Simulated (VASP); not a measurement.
AgCl: elastic constants with PBEsol

AgCl:

```xyz
2
Lattice="0.0000 2.7237 2.7237 2.7237 0.0000 2.7237 2.7237 2.7237 0.0000" Properties=species:S:1:pos:R:3 pbc="T T T"
Ag    0.0000    0.0000    0.0000
Cl    2.7237    2.7237    2.7237
```

| Property | Result |
| --- | --- |
| Program | VASP 6.6.1 |
| Task | elastic constants |
| Functional | PBEsol |
| Potentials or basis | VASP PAW PBE potentials, release 64 (Ag, Cl) |
| Cutoff | 600 eV |
| k mesh | 8 × 8 × 8 |
| Occupations | gaussian, width 0.01 eV |
| Spin | no spin polarisation |
| Dipole correction | no |
| Ions in elastic constants | relaxed |
| Further INCAR settings | ALGO = Normal; EDIFF = 1e-08; NBANDS = 16; IBRION = 6; POTIM = 0.015; NSW = 1; ISIF = 3 |

```yaml
Elastic_constants_C11_C12_C44: 78, 47, 5 GPa
Voigt_bulk_modulus: 57 GPa
Highest_phonon_frequency_at_Γ_LO-TO_splitting_left_out: 116 cm⁻¹
```

Phonon frequencies in cm⁻¹ (negative: imaginary):
```
              q point        frequencies
(0.000, 0.000, 0.000)  0 0 0 116 116 116
```

Elastic tensor in Voigt notation (GPa, in the Cartesian axes of the cell as first typed):
```
78 47 47  0  0  0
47 78 47  0  0  0
47 47 78  0  0  0
 0  0  0  5  0  0
 0  0  0  0  5  0
 0  0  0  0  0  5
```

Clamped-ion elastic tensor (GPa):
```
78 47 47  0  0  0
47 78 47  0  0  0
47 47 78  0  0  0
 0  0  0  5  0  0
 0  0  0  0  5  0
 0  0  0  0  0  5
```

Wall time 12 min on 1 thread of Intel(R) Xeon(R) Platinum 8375C CPU @ 2.90GHz (Ice Lake), on a shared host, peak memory 0.35 GiB.

Caveat: the PAW data sets were made with another functional, which shifts forces and pressure a little.
